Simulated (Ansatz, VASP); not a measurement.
# KBr in VASP and in Ansatz

INCAR

```
SYSTEM = KBr
PREC = Accurate ; ENCUT = 520
EDIFF = 1E-6 ; ISMEAR = 0
SIGMA = 0.05 ; LREAL = .FALSE.
LASPH = .TRUE. ; NELM = 100
ALGO = Normal ; ISIF = 2
LWAVE = .FALSE. ; LCHARG = .TRUE.
GGA = PE ; LELF = .TRUE.
LVHAR = .TRUE. ; NBANDS = 15
```

KPOINTS

```
Automatic mesh
0
G
  6 6 6
  0 0 0
```

The input POSCAR:

```
KBr
1.0
    0.0000000000      3.2925000000      3.1278750000
    3.2925000000      0.0000000000      3.1278750000
    3.2925000000      3.2925000000      0.0000000000
K Br
1 1
Direct
    0.0000000000      0.0000000000      0.0000000000
    0.5000000000      0.5000000000      0.5000000000
```

Input for Ansatz:

```yaml
crystal:
  lattice:
    - [0.0, 3.2925, 3.127875]
    - [3.2925, 0.0, 3.127875]
    - [3.2925, 3.2925, 0.0]
  atoms:
    - { symbol: K, position: [0.0, 0.0, 0.0] }
    - { symbol: Br, position: [0.5, 0.5, 0.5] }
basis:
  ecutwfc: 420
kpoints:
  mp_grid: { grid: [6, 6, 6] }
hamiltonian:
  xc: pbe
scf:
  occupations: { method: gaussian, width: 0.05 }
output:
  forces: true
  stress: true
  eigenvalues: true
```

Change from the starting cell: strain +0.000 along x and y, -0.050 along z, atoms carried along.

Alike in both runs: task single point; functional PBE; k mesh 6 × 6 × 6; occupations gaussian, width 0.05 eV; no spin polarisation.

|  | VASP | Ansatz |
| --- | --- | --- |
| version | VASP 6.6.1 | Ansatz 0.2.0 |
| potentials or method | VASP PAW PBE potentials, release 64 (K_sv, Br), cutoff 520 eV | scalar-relativistic, plane waves, PAW |
| valence electrons in the cell | 16 | 16 |

|  | VASP | Ansatz | Ansatz less VASP |
| --- | --- | --- | --- |
| gap on the k mesh at the Fermi level (eV) | 4.56 | 4.56 | +0.002 |
| least direct gap on the mesh (eV) | 4.56 | 4.56 | +0.002 |
| pressure (GPa) | 2.0 | 2.0 | -0.05 |
| traceless stress, the component that is largest in VASP (GPa) | 1.68 | 1.66 | -0.027 |
